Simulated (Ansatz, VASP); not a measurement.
Two plane-wave programs on Ge

File INCAR:

```
PREC = Accurate ; ENCUT = 600
EDIFF = 1E-7 ; ISMEAR = 0
SIGMA = 0.1 ; LREAL = F
LASPH = T ; NELM = 100
ALGO = Normal ; ISIF = 3
LWAVE = F ; LCHARG = F
GGA = PE ; IVDW = 12
IBRION = 2 ; NSW = 90
EDIFFG = -0.04
```

KPOINTS

```
regular mesh
0
Gamma
  6 6 4
```

POSCAR

```
Ge
1.0
    3.8707853500      0.0000000000      0.0000000000
   -1.9353926700      3.3521984400      0.0000000000
    0.0000000000      0.0000000000      4.5122813800
Ge
2
Direct
    0.6666666700      0.3333333300      0.1409798400
    0.3333333300      0.6666666700      0.8590201600
```

Input for Ansatz:

```yaml
crystal:
  lattice:
    - [3.87078535, 0.0, 0.0]
    - [-1.93539267, 3.35219844, 0.0]
    - [0.0, 0.0, 4.51228138]
  atoms:
    - { symbol: Ge, position: [0.66666667, 0.33333333, 0.14097984] }
    - { symbol: Ge, position: [0.33333333, 0.66666667, 0.85902016] }
basis:
  ecutwfc: 420
kpoints:
  mp_grid: { grid: [6, 6, 4] }
hamiltonian:
  xc: pbe
  dispersion: d3bj
scf:
  occupations: { method: gaussian, width: 0.1 }
  lower_state_search: "off"
output:
  forces: true
  stress: true
  eigenvalues: true
relax:
  adjacent_minimum: "off"
  f_tol: 0.04
  max_steps: 70
  cell: { stress_tol: 0.4 }
```

Alike in both runs: task relaxation of cell and atoms; functional PBE; dispersion D3(BJ); k mesh 6 × 6 × 4; occupations gaussian, width 0.1 eV; no spin polarisation.

```csv
,VASP,Ansatz
version,VASP 6.6.1,Ansatz 0.2.0
potentials or method,"VASP PAW PBE potentials, release 64 (Ge_d), cutoff 600 eV","scalar-relativistic, plane waves, PAW"
valence electrons in the cell,28,28
```

|  | VASP | Ansatz | Ansatz less VASP |
| --- | --- | --- | --- |
| gap on the k mesh at the Fermi level, each at its own relaxed structure (eV) | none | none | - |
| relaxed volume (Å³/atom) | 21.47 | 23.83 | +2.360 |
| relaxed length of the cell vector where the two differ most in proportion (Å) | 3.160 | 3.303 | +0.1435 |

A gap of «none» marks a metal or a gap that the smearing closes. One of these differences is far larger than is usual between the two programs; its cause wasn't traced. Ansatz's warnings: dispersion switch in reach, relaxed geometry near dispersion switch.

Noted on VASP's run: the volume moved by over 15 % at a fixed basis, so the end points are rough.
